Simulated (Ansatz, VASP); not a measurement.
One calculation of GaAs, two programs

```
CELL_PARAMETERS angstrom
0.00000 2.80169 2.80169
2.80169 0.00000 2.80169
2.80169 2.80169 0.00000
ATOMIC_POSITIONS crystal
Ga 0.00000 0.00000 0.00000
As 0.75000 0.75000 0.75000
```

Alike in both runs: task relaxation of cell and atoms; functional LDA; k mesh 12 × 12 × 12; occupations gaussian, width 0.02 eV; no spin polarisation.

|  | VASP | Ansatz |
| --- | --- | --- |
| version | VASP 6.6.1 | Ansatz 0.2.0 |
| potentials or method | VASP PAW LDA potentials, release 64 (Ga_d, As), cutoff 600 eV | scalar-relativistic, plane waves, PAW |
| valence electrons in the cell | 18 | 28 |

```tsv
	VASP	Ansatz	Ansatz less VASP
gap on the k mesh at the Fermi level, each at its own relaxed structure (eV)	0.50	0.49	-0.019
relaxed volume (Å³/atom)	22.08	21.99	-0.088
relaxed cell length with the largest relative difference (Å)	3.967	3.962	-0.0053
```

LDA's correlation is that of Perdew and Zunger in VASP and of Perdew and Wang (1992) in Ansatz. VASP's potentials hold 18 valence electrons a cell and Ansatz's 28, so a difference there can come from the potentials and not from the codes.
